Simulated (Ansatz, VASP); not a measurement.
ZnO in VASP and in Ansatz

Contents of INCAR:

```
  ALGO = Normal
  EDIFF = 1E-6
  ENCUT = 520
  ISIF = 2
  ISMEAR = 0
  LASPH = True
  LCHARG = False
  LREAL = False
  LWAVE = False
  NBANDS = 16
  NELM = 80
  PREC = Accurate
  SIGMA = 0.05
```

KPOINTS

```
k-points
0
Gamma
  12 12 12
```

Contents of POSCAR:

```
ZnO
1.0
    0.0000000000      2.2305849517      2.0521381556
    2.2305849517      0.0000000000      2.0521381556
    2.2305849517      2.2305849517      0.0000000000
Zn O
1 1
Direct
    0.0000000000      0.0000000000      0.0000000000
    0.5000000000      0.5000000000      0.5000000000
```

Input for Ansatz:

```yaml
crystal:
  lattice:
    - [0.0, 2.2305849517, 2.0521381556]
    - [2.2305849517, 0.0, 2.0521381556]
    - [2.2305849517, 2.2305849517, 0.0]
  atoms:
    - { symbol: Zn, position: [0.0, 0.0, 0.0] }
    - { symbol: O, position: [0.5, 0.5, 0.5] }
basis:
  ecutwfc: 420
kpoints:
  mp_grid: { grid: [12, 12, 12] }
hamiltonian:
  xc: lda
scf:
  occupations: { method: gaussian, width: 0.05 }
output:
  forces: true
  stress: true
  eigenvalues: true
```

Alike in both runs: task single point; functional LDA; k mesh 12 × 12 × 12; occupations gaussian, width 0.05 eV; no spin polarisation.

|  | VASP | Ansatz |
| --- | --- | --- |
| version | VASP 6.6.1 | Ansatz 0.2.0 |
| potentials or method | VASP PAW LDA potentials, release 64 (Zn, O), cutoff 520 eV | scalar-relativistic, plane waves, PAW |
| valence electrons in the cell | 18 | 18 |

VASP gave:

```
gap on the k mesh at the Fermi level (eV)                     : 0.56
least direct gap on the mesh (eV)                             : 1.84
pressure (GPa)                                                : -12.1
traceless stress, the component that is largest in VASP (GPa) : 2.82
```

Q: Which values does Ansatz return?

A: gap on the k mesh at the Fermi level (eV): 0.55; least direct gap on the mesh (eV): 1.85; pressure (GPa): -13.3; traceless stress, the component that is largest in VASP (GPa): 2.32.

LDA's correlation is that of Perdew and Zunger in VASP and of Perdew and Wang (1992) in Ansatz.
